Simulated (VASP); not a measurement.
Write the native input for VASP 6.6.1 that does the following.

* Task: relaxation of cell and atoms
* Functional: PBE
* Potentials or basis: VASP PAW PBE potentials, release 64 (As)
* Cutoff: 600 eV
* k mesh: 12 × 12 × 12
* Occupations: gaussian, width 0.1 eV
* Spin: no spin polarisation
* Dipole correction: no
* Further INCAR settings: ALGO = Normal; EDIFF = 1e-06; IBRION = 2; EDIFFG = -0.005; NSW = 100; ISIF = 3

The structure of As lies in POSCAR:

```
As
1.0
    1.8807968987      1.0858785957      3.5140619945
   -1.8807968987      1.0858785957      3.5140619945
    0.0000000000     -2.1717571915      3.5140619945
As
2
Direct
    0.7740000000      0.7740000000      0.7740000000
    0.2260000000      0.2260000000      0.2260000000
```

These files were run (other wordings do the same):

INCAR

```
SYSTEM = As
ALGO = Normal
EDIFF = 1E-6
EDIFFG = -0.005
ENCUT = 600
GGA = PE
IBRION = 2
ISIF = 3
ISMEAR = 0
LASPH = .True.
LCHARG = .False.
LREAL = .False.
LWAVE = .False.
NELM = 80
NSW = 100
PREC = Accurate
SIGMA = 0.1
```

KPOINTS

```
k-points
0
Gamma
  12 12 12
  0 0 0
```

Potentials or basis: VASP PAW PBE potentials, release 64 (As).

Run with:

```bash
$ cat potpaw_PBE.64/As/POTCAR > POTCAR
$ mpirun -np 1 vasp_std > vasp.out
```

It gave:

```
Relaxed volume                         : 22.64 Å³/atom
Relaxed cell                           : a = 4.212 Å, b = 4.212 Å, c = 4.212 Å, α = 53.88°, β = 53.88°, γ = 53.88°
Space group after relaxing (to 0.05 Å) : R-3m (No. 166)
Energy gained by relaxing              : 15.0 meV/atom
Ionic steps                            : 19
Pressure after relaxing                : 0.0 GPa
Largest force after relaxing           : 0.003 eV/Å
Band gap on the k mesh                 : zero (band 5 reaches 4.98 eV, above the bottom of band 6 at 4.63 eV)
```

It took 8.7 min on 1 thread of AMD EPYC 7R43 64-Core Processor (Zen 3), with other jobs on the host, peak memory 0.23 GiB.
